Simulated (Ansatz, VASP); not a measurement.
**One calculation of LaAgS2, two programs**

The input INCAR:

```
SYSTEM = LaAgS2
PREC = Accurate
ENCUT = 520
EDIFF = 1E-6
ISMEAR = 0
SIGMA = 0.01
LREAL = .FALSE.
LASPH = .TRUE.
NELM = 60
ALGO = Normal
ISIF = 2
LWAVE = .FALSE.
LCHARG = .TRUE.
LELF = .TRUE.
LVHAR = .TRUE.
NBANDS = 25
```

KPOINTS

```
regular mesh
0
G
  8 8 8
  0 0 0
```

File POSCAR:

```
LaAgS2
1.0
    2.1300357287      1.2297767013      5.9292429232
   -2.1300357287      1.2297767013      5.9292429232
    0.0000000000     -2.4595534027      5.9292429232
Ag La S
1 1 2
Direct
    1.0000000000      0.0000000000      0.0000000000
    0.5000000000      0.5000000000      0.5000000000
    0.2517964127      0.2517964127      0.2517964127
    0.7482035873      0.7482035873      0.7482035873
```

Input for Ansatz:

```yaml
crystal:
  lattice:
    - [2.1300357287, 1.2297767013, 5.9292429232]
    - [-2.1300357287, 1.2297767013, 5.9292429232]
    - [0.0, -2.4595534027, 5.9292429232]
  atoms:
    - { symbol: Ag, position: [1.0, 0.0, 0.0] }
    - { symbol: La, position: [0.5, 0.5, 0.5] }
    - { symbol: S, position: [0.2517964127, 0.2517964127, 0.2517964127] }
    - { symbol: S, position: [0.7482035873, 0.7482035873, 0.7482035873] }
kpoints:
  mp_grid: { grid: [8, 8, 8] }
  band_path:
    path:
      - [0.0, 0.0, 0.0]
      - [0.5, 0.5, 0.5]
      - [0.8046544145, 0.1953455855, 0.5]
      - [0.5, -0.1953455855, 0.1953455855]
      - [0.5, 0.0, 0.0]
      - [0.3476727928, -0.3476727928, 0.0]
      - [0.6523272072, 0.0, 0.3476727928]
      - [0.5, 0.0, 0.5]
      - [0.002604, 0.257812, 0.257812]
      - [0.026042, 0.296875, 0.296875]
      - [0.0, 0.25, 0.25]
    npoints: 1
hamiltonian:
  xc: lda
scf:
  occupations: { method: fixed }
  n_extra_bands: 5
output:
  forces: true
  stress: true
  eigenvalues: true
```

Alike in both runs: task single point; functional LDA; k mesh 8 × 8 × 8; no spin polarisation.

|  | VASP | Ansatz |
| --- | --- | --- |
| version | VASP 6.6.1 | Ansatz 0.2.0 |
| potentials or method | VASP PAW LDA potentials, release 64 (Ag, La, S) | plane waves, PAW |
| plane-wave cutoff (eV) | 520 | 420 |
| occupations | gaussian, width 0.01 eV | fixed |
| valence electrons in the cell | 34 | 42 |

|  | VASP | Ansatz | Ansatz less VASP |
| --- | --- | --- | --- |
| gap on the k mesh at the Fermi level (eV) | 2.13 | 2.12 | -0.008 |
| pressure (GPa) | -5.6 | -5.6 | +0.02 |
| traceless stress, the component that is largest in VASP (GPa) | 0.11 | 0.10 | -0.012 |
| rms of the force components (eV/Å) | 0.005 | 0.007 | +0.0023 |

LDA's correlation is that of Perdew and Zunger in VASP and of Perdew and Wang (1992) in Ansatz. Atom by atom the forces differ by 0.002 eV/Å (rms over components). VASP's potentials hold 34 valence electrons a cell and Ansatz's 42, so a difference there can come from the potentials and not from the codes.

Neither program's run includes spin-orbit coupling.
